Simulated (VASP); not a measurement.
# BN (CsCl type) (Pm-3m) in VASP: further runs

The runs below take BN (CsCl type) through relaxation of cell and atoms, single point, with PBE.

Program: VASP 6.6.1. These are calculated values, not measurements. Logs are shortened: lines on timing, memory, paths and dates and some standing lists are left out, and cuts for length are marked.

### 1 The cell of the first run

The structure is cubic, space group Pm-3m (No. 221). Conventional cell: a = 2.714 Å, b = 2.714 Å, c = 2.714 Å, α = 90.00°, β = 90.00°, γ = 90.00°. Within 3.1 Å of B (site symmetry m-3m) lie 8 N at 2.35 Å and 6 B at 2.71 Å. N (site symmetry m-3m) has 8 B at 2.35 Å and 6 N at 2.71 Å within 3.1 Å.

### 2 Relaxation of cell and atoms, PBE

File INCAR:

```
PREC     = Accurate       # precision mode
ENCUT    = 600            # plane-wave cutoff, eV
EDIFF    = 1E-6           # SCF threshold, eV
ISMEAR   = -1             # smearing method
SIGMA    = 0.05           # smearing width, eV
LREAL    = F              # projectors in reciprocal space
LASPH    = T              # aspherical terms in the spheres
NELM     = 100            # most SCF steps
ALGO     = Normal         # electronic algorithm
ISIF     = 3              # what is computed and relaxed
LWAVE    = F              # write WAVECAR
LCHARG   = F              # write CHGCAR
GGA      = PE             # functional
IBRION   = 2              # ionic algorithm
NSW      = 60             # ionic steps
EDIFFG   = -0.005         # ionic threshold
```

File KPOINTS:

```
Automatic mesh
0
Gamma
  14 14 14
```

File POSCAR:

```
BN
1.0
    2.7144176166      0.0000000000      0.0000000000
    0.0000000000      2.7144176166      0.0000000000
    0.0000000000      0.0000000000      2.7144176166
B N
1 1
Direct
    0.0000000000      0.0000000000      0.0000000000
    0.5000000000      0.5000000000      0.5000000000
```

Potentials or basis: VASP PAW PBE potentials, release 64 (B, N).

The run is started by

```bash
> cat potpaw_PBE.64/B/POTCAR potpaw_PBE.64/N/POTCAR > POTCAR
> mpirun -np 1 vasp_std > vasp.out
```

OUTCAR:

```text
PREC = Accurate
   ENCUT = 600
   EDIFF = 1E-6
   ISMEAR = -1
   LREAL = F
   LASPH = T
   NELM = 100
   ISIF = 3
   GGA = PE
   IBRION = 2
   NSW = 60
   EDIFFG = -0.005

 ion  position               nearest neighbor table
   1  0.000  0.000  0.000-
   2  0.500  0.500  0.500-

  LATTYP: Found a simple cubic cell.
 ALAT       =     2.7144176166

  Lattice vectors:

 A1 = (   2.7144176166,   0.0000000000,   0.0000000000)
 A2 = (   0.0000000000,   2.7144176166,   0.0000000000)
 A3 = (   0.0000000000,   0.0000000000,   2.7144176166)

Analysis of symmetry for initial positions (statically):
=====================================================================
 Subroutine PRICEL returns:
 Original cell was already a primitive cell.

 Routine SETGRP: Setting up the symmetry group for a
 simple cubic supercell.

 Subroutine GETGRP returns: Found 48 space group operations
 (whereof 48 operations were pure point group operations)
 out of a pool of 48 trial point group operations.

The static configuration has the point symmetry O_h .

Analysis of symmetry for dynamics (positions and initial velocities):
=====================================================================
 Subroutine PRICEL returns:
 Original cell was already a primitive cell.

 Routine SETGRP: Setting up the symmetry group for a
 simple cubic supercell.

 Subroutine GETGRP returns: Found 48 space group operations
 (whereof 48 operations were pure point group operations)
 out of a pool of 48 trial point group operations.

The dynamic configuration has the point symmetry O_h .

 Subroutine INISYM returns: Found 48 space group operations
 (whereof 48 operations are pure point group operations),
 and found     1 'primitive' translations

----------------------------------------------------------------------------------------

                                     Primitive cell

  volume of cell :      20.0000

  direct lattice vectors                    reciprocal lattice vectors
     2.714417617  0.000000000  0.000000000     0.368403150  0.000000000  0.000000000
     0.000000000  2.714417617  0.000000000     0.000000000  0.368403150  0.000000000
     0.000000000  0.000000000  2.714417617     0.000000000  0.000000000  0.368403150

  length of vectors
     2.714417617  2.714417617  2.714417617     0.368403150  0.368403150  0.368403150

  position of ions in fractional coordinates (direct lattice)
[... 8 lines left out ...]
----------------------------------------------------------------------------------------

 KPOINTS: Automatic mesh

Automatic generation of k-mesh.
 Grid dimensions read from file:
 generate k-points for:   14   14   14

 Generating k-lattice:

  Cartesian coordinates                     Fractional coordinates (reciprocal lattice)
     0.026314511  0.000000000  0.000000000     0.071428571  0.000000000  0.000000000
     0.000000000  0.026314511  0.000000000     0.000000000  0.071428571  0.000000000
     0.000000000  0.000000000  0.026314511     0.000000000  0.000000000  0.071428571

  Length of vectors
     0.026314511  0.026314511  0.026314511

  Shift w.r.t. Gamma in fractional coordinates (k-lattice)
     0.000000000  0.000000000  0.000000000

 Subroutine IBZKPT returns following result:
 ===========================================

 Found    120 irreducible k-points:

 Following reciprocal coordinates:
            Coordinates               Weight
  0.000000  0.000000  0.000000      1.000000
  0.071429  0.000000  0.000000      6.000000
  0.142857  0.000000  0.000000      6.000000
  0.214286  0.000000  0.000000      6.000000
  0.285714  0.000000  0.000000      6.000000
  0.357143  0.000000  0.000000      6.000000
[... 16 lines left out ...]
  0.285714  0.214286  0.000000     24.000000
  0.357143  0.214286  0.000000     24.000000
 [... further k-points ...]
   k-points           NKPTS =    120   k-points in BZ     NKDIM =    120   number of bands    NBANDS=      8
   number of dos      NEDOS =    301   number of ions     NIONS =      2
   total plane-waves  NPLWV =  13824
   dimension x,y,z NGX =    24 NGY =   24 NGZ =   24
   dimension x,y,z NGXF=    48 NGYF=   48 NGZF=   48
   ions per type =               1   1
   NGX,Y,Z   is equivalent  to a cutoff of  14.70, 14.70, 14.70 a.u.
   NGXF,Y,Z  is equivalent  to a cutoff of  29.40, 29.40, 29.40 a.u.
 SYSTEM =  unknown system
   PREC   = accura    normal or accurate (medium, high low for compatibility)
   ISTART =      0    job   : 0-new  1-cont  2-samecut
   ICHARG =      2    charge: 1-file 2-atom 10-const
   ISPIN  =      1    spin polarized calculation?
   LNONCOLLINEAR =      F non collinear calculations
   LSORBIT =      F    spin-orbit coupling
   LASPH  =      T    aspherical Exc in radial PAW
   ENCUT  =  600.0 eV  44.10 Ry    6.64 a.u.   5.42  5.42  5.42*2*pi/ulx,y,z
   NELM   =    100;   NELMIN=  2; NELMDL= -5     # of ELM steps
   EDIFF  = 0.1E-05   stopping-criterion for ELM
   LREAL  =      F    real-space projection
   EDIFFG = -.5E-02   stopping-criterion for IOM
   NSW    =     60    number of steps for IOM
   IBRION =      2    ionic relax: 0-MD 1-quasi-New 2-CG
   NFREE  =      1    steps in history (QN), initial steepest desc. (CG)
   ISIF   =      3    stress and relaxation
   ISYM   =      2    0-nonsym 1-usesym 2-fastsym
   POTIM  = 0.5000    time-step for ionic-motion
   TEBEG  =    0.0;   TEEND  =   0.0 temperature during run
   PSTRESS=    0.0 pullay stress
   NELECT =       8.0000    total number of electrons
   NUPDOWN=      -1.0000    fix difference up-down
   EMIN   =  10.00;   EMAX   =-10.00  energy-range for DOS
   EFERMI =   0.00;   METHOD = LEGACY
   ISMEAR =    -1;   SIGMA  =   0.05  broadening in eV -4-tet -1-fermi 0-gaus
   EFERMI_NEDOS =   21; number of points for ismear=-14 and -15
   IALGO  =     38    algorithm
   IMIX   =      4    mixing-type and parameters
     AMIX     =   0.40;   BMIX     =  1.00
     AMIX_MAG =   1.60;   BMIX_MAG =  1.00
  volume/ion in A,a.u.               =      10.00        67.48
  Fermi-wavevector in a.u.,A,eV,Ry     =   1.206225  2.279434 19.796173  1.454978
  Thomas-Fermi vector in A             =   2.341898
   LORBIT       =      0    0 simple, 1 ext, 2 COOP (PROOUT), +10 PAW based schemes
   GGA     = PE    functional components
   LHFCALC =     F    Hartree Fock is set to
   AEXX    =    0.0000 exact exchange contribution
   IVDW    =     0    specifies the selected vdW correction
   LEPSILON=     F    determine dielectric tensor
   LRPA    =     F    only Hartree local field effects (RPA)
 conjugate gradient relaxation of ions
 non-spin polarized calculation
  energy-cutoff  :      600.00
  volume of cell :       20.00
 maximum number of plane-waves:       691
 NGX is ok and might be reduce to    24
   NGX = 11   NGY = 11   NGZ = 11

--------------------------------------- Ionic step        1  -------------------------------------------

 number of electron       7.9999999 magnetization

 Free energy of the ion-electron system (eV)
  ---------------------------------------------------
  ext. energy  EPLUGINS =         0.00000000
  ---------------------------------------------------
  free energy    TOTEN  =        -8.61266193 eV

  energy without entropy =       -8.60196105  energy(sigma->0) =       -8.60731149

 E-fermi :   3.3800     XC(G=0): -11.0217

 val. band max:        3.3620151153   @ k =   0.5000   0.3571   0.1429
 cond. band min:       3.4240545679   @ k =   0.5000   0.2857   0.2143
 fundamental gap:      0.0620394527
 Fermi energy:         3.3799961905

 k-point     1 :       0.0000    0.0000    0.0000
  band No.  band energies     occupation
      1     -12.5036      2.00000
      2       0.9155      2.00000
      3       2.3568      2.00000
      4       2.3568      2.00000
      5       2.3568      2.00000
      6      10.6324      0.00000
      7      10.6324      0.00000
      8      10.6324      0.00000
[... 243 lines left out ...]
 k-point    24 :       0.3571    0.2143    0.0000
  band No.  band energies     occupation
      1     -10.5215      2.00000
      2      -3.4124      2.00000
      3       0.3402      2.00000
      4       3.7224      0.00212
      5       5.1445      0.00000
      6       6.9405      0.00000
      7       9.2519      0.00000
      8       9.3247      0.00000

 [... further k-points ...]

------------------------ aborting loop because EDIFF is reached ----------------------------------------

  FORCE on cell =-STRESS in cart. coord.  units (eV):
  Direction    XX          YY          ZZ          XY          YZ          ZX
  --------------------------------------------------------------------------------------
  -------------------------------------------------------------------------------------
  Total       -4.8136250     -4.8136250     -4.8136250     -0.0000000     -0.0000000      0.0000000
  in kB     -385.6140439   -385.6140439   -385.6140439     -0.0000000     -0.0000000      0.0000000
  external PRESSURE =    -385.6140439 kB  Pullay stress =       0.0000000 kB
[... 165 lines left out ...]
  energy  without entropy=      -10.0237473383  energy(sigma->0) =      -10.02727897

--------------------------------------- Ionic step        6  -------------------------------------------

 number of electron       7.9999999 magnetization

 Free energy of the ion-electron system (eV)
  ---------------------------------------------------
  ext. energy  EPLUGINS =         0.00000000
  ---------------------------------------------------
  free energy    TOTEN  =       -10.03088284 eV

  energy without entropy =      -10.02382243  energy(sigma->0) =      -10.02735264

 E-fermi :   9.0148     XC(G=0): -13.1759

 val. band max:        8.9891994762   @ k =   0.5000   0.2857   0.0714
 cond. band min:       9.0600779921   @ k =   0.5000   0.4286   0.4286
 fundamental gap:      0.0708785159
 Fermi energy:         9.0148287649

 k-point     1 :       0.0000    0.0000    0.0000
  band No.  band energies     occupation
      1     -12.0869      2.00000
      2       6.9252      2.00000
      3       6.9252      2.00000
      4       6.9252      2.00000
      5      10.5280      0.00000
      6      20.0350      0.00000
      7      20.0350      0.00000
      8      20.0350      0.00000
[... 243 lines left out ...]
 k-point    24 :       0.3571    0.2143    0.0000
  band No.  band energies     occupation
      1      -8.6166      2.00000
      2      -0.7372      2.00000
      3       4.3581      2.00000
      4       9.3809      0.00132
      5      12.2400      0.00000
      6      15.0649      0.00000
      7      17.2184      0.00000
      8      17.9382      0.00000

 [... further k-points ...]

------------------------ aborting loop because EDIFF is reached ----------------------------------------

  FORCE on cell =-STRESS in cart. coord.  units (eV):
  Direction    XX          YY          ZZ          XY          YZ          ZX
  --------------------------------------------------------------------------------------
  -------------------------------------------------------------------------------------
  Total       -0.0001413     -0.0001413     -0.0001413     -0.0000000      0.0000000     -0.0000000
  in kB       -0.0181277     -0.0181277     -0.0181277     -0.0000000      0.0000000     -0.0000000
  external PRESSURE =      -0.0181277 kB  Pullay stress =       0.0000000 kB
[... 17 lines left out ...]
  FREE ENERGIE OF THE ION-ELECTRON SYSTEM (eV)
  ---------------------------------------------------
  free  energy   TOTEN  =       -10.0308828401 eV

  energy  without entropy=      -10.0238224310  energy(sigma->0) =      -10.02735264

 reached required accuracy - stopping structural energy minimisation
```

Wall time 34 s (1 thread of AMD EPYC 9R45 (Zen 5), shared host); peak memory 0.12 GiB.

Results:

| Property | Result |
| --- | --- |
| Free energy | -10.0309 eV |
| Relaxed volume | 6.24 Å³/atom |
| Relaxed cell | a = 2.320 Å, b = 2.320 Å, c = 2.320 Å, α = 90.00°, β = 90.00°, γ = 90.00° |
| Space group after relaxing (to 0.05 Å) | Pm-3m (No. 221) |
| Energy gained by relaxing | 709.1 meV/atom |
| Ionic steps | 6 |
| Pressure after relaxing | 0.0 GPa |
| Band gap on the k mesh | zero (band 4 reaches 9.93 eV, above the bottom of band 5 at 6.69 eV) |

Step by step:
| step | energy change (eV) | largest force (eV/Å) | pressure (GPa) | volume (Å³) |
| --- | --- | --- | --- | --- |
| 1 | 0.0000 | 0.0000 | -38.56 | 20.00 |
| 2 | -1.3278 | 0.0000 | -19.99 | 13.81 |
| 3 | -1.4181 | 0.0000 | -1.08 | 12.54 |
| 4 | -1.4179 | 0.0000 | 1.47 | 12.41 |
| 5 | -1.4181 | 0.0000 | -0.68 | 12.52 |
| 6 | -1.4182 | 0.0000 | 0.00 | 12.49 |

Final structure:
```cif
data_structure
_symmetry_space_group_name_H-M 'P 1'
_symmetry_Int_Tables_number 1
_cell_length_a 2.3199
_cell_length_b 2.3199
_cell_length_c 2.3199
_cell_angle_alpha 90.000
_cell_angle_beta 90.000
_cell_angle_gamma 90.000
_cell_volume 12.49
loop_
_atom_site_label
_atom_site_type_symbol
_atom_site_fract_x
_atom_site_fract_y
_atom_site_fract_z
_atom_site_occupancy
B1 B 0.00000 0.00000 0.00000 1
N1 N 0.50000 0.50000 0.50000 1
```

Caveat: the volume moved by over 15 % at a fixed basis, so the end points are rough.

(Continued in part 2 of 2.)
